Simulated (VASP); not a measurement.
A run of VASP 6.6.1:

INCAR

```
SYSTEM = Ti
  ALGO = Normal
  EDIFF = 1E-7
  ENCUT = 520
  GGA = PS
  ISIF = 2
  ISMEAR = -1
  LASPH = .TRUE.
  LCHARG = .FALSE.
  LREAL = .FALSE.
  LWAVE = .FALSE.
  NBANDS = 19
  NELM = 60
  PREC = Accurate
  SIGMA = 0.05
```

The input KPOINTS:

```
k-points
0
G
  12 12 7
  0 0 0
```

POSCAR

```
Ti
1.0
    2.9162152113      0.0000000000      0.0000000000
   -1.4581076057      2.5255164559      0.0000000000
    0.0000000000      0.0000000000      4.7242686424
Ti
2
Direct
    0.3133333333      0.6566666667      0.2350000000
    0.6866666667      0.3433333333      0.7650000000
```

Potentials or basis: VASP PAW PBE potentials, release 64 (Ti_sv).

Command:

```bash
$ cat potpaw_PBE.64/Ti_sv/POTCAR > POTCAR
$ mpirun -np 1 vasp_std > vasp.out
```

Hardware: 1 thread of AMD EPYC 9R45 96-Core Processor (Zen 5) (shared host).

Question: How long does it take, and how much memory?

Answer: It took 120 s on 1 thread of AMD EPYC 9R45 96-Core Processor (Zen 5), with other jobs on the host, peak memory 0.24 GiB. Counts: scf iterations 15, k points 277.
